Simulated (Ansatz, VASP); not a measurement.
**One calculation of Zr, two programs**

Contents of INCAR:

```
SYSTEM = Zr
PREC = Accurate ; ENCUT = 520
EDIFF = 1E-7 ; ISMEAR = 1
SIGMA = 0.1 ; LREAL = .FALSE.
LASPH = .TRUE. ; NELM = 150
ALGO = Normal ; ISIF = 2
LWAVE = .FALSE. ; LCHARG = .FALSE.
MAGMOM = 0 0 0 ; LORBIT = 11
LSORBIT = .TRUE. ; GGA_COMPAT = .FALSE.
LORBMOM = .TRUE. ; LMAXMIX = 4
GGA = RE ; IVDW = 13
NBANDS = 23
```

File KPOINTS:

```
Automatic mesh
0
G
  10 10 10
  0 0 0
```

File POSCAR:

```
Zr
1.0
    0.0000000000      2.2846744556      2.2846744556
    2.2846744556      0.0000000000      2.2846744556
    2.2846744556      2.2846744556      0.0000000000
Zr
1
Direct
    0.0000000000      0.0000000000      0.0000000000
```

input.yaml

```yaml
crystal:
  lattice:
    - [0.0, 2.2846744556, 2.2846744556]
    - [2.2846744556, 0.0, 2.2846744556]
    - [2.2846744556, 2.2846744556, 0.0]
  atoms:
    - { symbol: Zr, position: [0.0, 0.0, 0.0] }
hamiltonian:
  xc: revpbe
  pseudopotentials: { kind: paw_fr }
  dispersion: d4
magnetization:
  noncollinear: true
  spin_orbit: true
kpoints:
  mp_grid: { grid: [10, 10, 10] }
scf:
  occupations: { method: methfessel_paxton, width: 0.1 }
output:
  forces: true
  stress: true
  eigenvalues: true
```

Alike in both runs: task single point; functional revPBE; dispersion D4; k mesh 10 × 10 × 10; occupations methfessel-paxton of order 1, width 0.1 eV; non-collinear spin, spin-orbit coupling.

```csv
,VASP,Ansatz
version,VASP 6.6.1,Ansatz 0.2.0
potentials or method,"VASP PAW PBE potentials, release 64 (Zr_sv)",Ansatz PAW
plane-wave cutoff (eV),520,420
valence electrons in the cell,12,12
```

```csv
,VASP,Ansatz,Ansatz less VASP
pressure (GPa),-2.5,-2.5,+0.04
```

VASP's potentials were made for PBE, not for revPBE.
